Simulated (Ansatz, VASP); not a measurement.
## TaN in VASP and in Ansatz

```
CELL_PARAMETERS angstrom
0.00000 2.20811 2.20811
2.20811 0.00000 2.20811
2.20811 2.20811 0.00000
ATOMIC_POSITIONS crystal
Ta 0.50000 0.50000 0.50000
N 0.00000 0.00000 0.00000
```

Alike in both runs: task single point; functional PBE; k mesh 18 × 18 × 18; occupations gaussian, width 0.15 eV; no spin polarisation.

```csv
,VASP,Ansatz
version,VASP 6.6.1,Ansatz 0.2.0
potentials or method,"VASP PAW PBE potentials, release 64 (Ta_pv, N), cutoff 520 eV","scalar-relativistic, plane waves, PAW"
valence electrons in the cell,16,18
```

```csv
,VASP,Ansatz,Ansatz less VASP
gap on the k mesh at the Fermi level (eV),none,none,-
pressure (GPa),1.0,0.0,-1.01
```

A gap of «none» marks a metal or a gap that the smearing closes. With one functional, cell and mesh, what is left measures potentials, basis and numerics. VASP's potentials hold 16 valence electrons a cell and Ansatz's 18, so a difference there can come from the potentials and not from the codes.

Neither program's run includes spin-orbit coupling.
